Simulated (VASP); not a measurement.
Wanted: the native input for a VASP 6.6.1 run.

```yaml
Task: single point
Functional: revPBE
Potentials_or_basis: VASP PAW PBE potentials, release 64 (Cu_sv_GW, O_h)
Cutoff: 1340 eV
k_mesh: 6 × 6 × 3
Occupations: fermi-dirac, width 0.05 eV
Spin: no spin polarisation
Dipole_correction: no
Further_INCAR_settings: ALGO = Normal; EDIFF = 1e-06; NBANDS = 33
```

The structure of CuO lies in POSCAR:

```
CuO
1.0
    2.3446497600     -1.7133998200      0.0000000000
    2.3446497600      1.7133998200      0.0000000000
   -0.8605499100      0.0000000000      5.0594394800
Cu O
2 2
Direct
    0.0032000000      0.4968000000      0.0000000000
    0.4968000000      0.0032000000      0.5000000000
    0.5714000000      0.4056000000      0.2537000000
    0.4056000000      0.5714000000      0.7537000000
```

The input as run:

INCAR

```
  PREC = Accurate
  ENCUT = 1340
  EDIFF = 1E-6
  ISMEAR = -1
  SIGMA = 0.05
  LREAL = False
  LASPH = True
  NELM = 120
  ALGO = Normal
  ISIF = 2
  LWAVE = False
  LCHARG = False
  GGA = RE
  NBANDS = 33
  GGA_COMPAT = False
```

KPOINTS

```
regular mesh
0
Gamma
  6 6 3
```

Potentials or basis: VASP PAW PBE potentials, release 64 (Cu_sv_GW, O_h).

The run is started by

```sh
$ cat potpaw_PBE.64/Cu_sv_GW/POTCAR potpaw_PBE.64/O_h/POTCAR > POTCAR
$ mpirun -np 1 vasp_std > vasp.out
```

It gave:

| Property | Result |
| --- | --- |
| Pressure | 9.5 GPa |
| Largest force | 0.758 eV/Å |
| Band gap on the k mesh | zero (bands 25 and 26 overlap by 0.46 eV) |

Caveat: the k points lie up to 0.41 Å⁻¹ apart; semilocal functionals underestimate gaps, and a narrow one can read as zero; the PAW data sets were made with another functional, which shifts forces and pressure a little; semilocal functionals often make such compounds metallic where correlation or magnetic order opens a gap, which also shifts bond lengths.

Wall time 2.4 min on 1 thread of Intel(R) Xeon(R) 6975P-C (Granite Rapids) (shared host), peak memory 0.37 GiB.
